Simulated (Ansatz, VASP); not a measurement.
# One calculation of Ir, two programs

```
CELL_PARAMETERS angstrom
0.00000 1.92240 1.92240
1.92240 0.00000 1.92240
1.92240 1.92240 0.00000
ATOMIC_POSITIONS crystal
Ir 0.00000 0.00000 0.00000
```

Alike in both runs: task relaxation of cell and atoms; functional r2SCAN; k mesh 18 × 18 × 18; occupations fermi-dirac, width 0.15 eV; no spin polarisation.

|  | VASP | Ansatz |
| --- | --- | --- |
| version | VASP 6.6.1 | Ansatz 0.2.0 |
| potentials or method | VASP PAW PBE potentials, release 64 (Ir), cutoff 550 eV | scalar-relativistic, plane waves, PAW |
| valence electrons in the cell | 9 | 17 |

|  | VASP | Ansatz | Ansatz less VASP |
| --- | --- | --- | --- |
| gap on the k mesh at the Fermi level, each at its own relaxed structure (eV) | none | none | - |
| relaxed volume (Å³/atom) | 14.32 | 14.23 | -0.087 |
| relaxed cell length with the largest relative difference (Å) | 2.726 | 2.720 | -0.0055 |

VASP's potentials were made for PBE, not for r2SCAN. A gap of «none» marks a metal or a gap that the smearing closes. VASP's potentials hold 9 valence electrons a cell and Ansatz's 17, so a difference there can come from the potentials and not from the codes.

Spin-orbit coupling is off throughout.
